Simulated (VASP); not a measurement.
A run of VASP 6.6.1:

File INCAR:

```
PREC = Accurate
ENCUT = 520
EDIFF = 1E-6
ISMEAR = 0
SIGMA = 0.1
LREAL = F
LASPH = T
NELM = 100
ALGO = Normal
ISIF = 2
LWAVE = F
LCHARG = T
GGA = PS
LELF = T
LVHAR = T
NBANDS = 34
```

File KPOINTS:

```
regular mesh
0
Gamma
  10 10 6
```

POSCAR

```
Ti2CuSb3
1.0
    3.5987725271      0.0000000000      0.0000000000
    0.0000000000      3.5987725271      0.0000000000
    0.0000000000      0.0000000000      8.4232435187
Ti Cu Sb
2 1 3
Direct
    0.0000000000      0.5000000000      0.7397022424
    0.5000000000      0.0000000000      0.2602977576
    0.0000000000      0.0000000000      0.0000000000
    0.0000000000      0.5000000000      0.3824614193
    0.5000000000      0.0000000000      0.6175385807
    0.5000000000      0.5000000000      0.0000000000
```

Potentials or basis: VASP PAW PBE potentials, release 64 (Ti_sv, Cu, Sb).

Command:

```bash
$ cat potpaw_PBE.64/Ti_sv/POTCAR potpaw_PBE.64/Cu/POTCAR potpaw_PBE.64/Sb/POTCAR > POTCAR
$ mpirun -np 1 vasp_std > vasp.out
```

Hardware: 1 thread of AMD EPYC 9R45 96-Core Processor (Zen 5), with other jobs on the host.

Question: How long does it take, and how much memory?

Answer: Wall time 3.4 min on 1 thread of AMD EPYC 9R45 96-Core Processor (Zen 5) (shared host), peak memory 0.39 GiB. Counts: scf iterations 17, k points 84.
